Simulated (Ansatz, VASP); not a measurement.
## One calculation of SrVO3, two programs

```
Sr V O
1.0
     3.88340    0.00000    0.00000
     0.00000    3.88340    0.00000
     0.00000    0.00000    3.88340
Sr V O
1 1 3
Direct
  0.50000 0.50000 0.50000
  0.00000 0.00000 0.00000
  0.50000 0.00000 0.00000
  0.00000 0.50000 0.00000
  0.00000 0.00000 0.50000
```

Alike in both runs: task single point; functional PBE; k mesh 8 × 8 × 8; occupations gaussian, width 0.05 eV; no spin polarisation.

```csv
,VASP,Ansatz
version,VASP 6.6.1,Ansatz 0.2.0
potentials or method,"VASP PAW PBE potentials, release 64 (Sr_sv, V_sv, O), cutoff 520 eV","scalar-relativistic, plane waves, PAW"
valence electrons in the cell,41,41
```

Ansatz gave:

* gap on the k mesh at the Fermi level (eV): none
* pressure (GPa): -3.4

**Question.** Which values does VASP return?

**Answer.** gap on the k mesh at the Fermi level (eV): none; pressure (GPa): -2.6.

A gap of «none» marks a metal or a gap that the smearing closes. With one functional, cell and mesh, what is left measures potentials, basis and numerics.
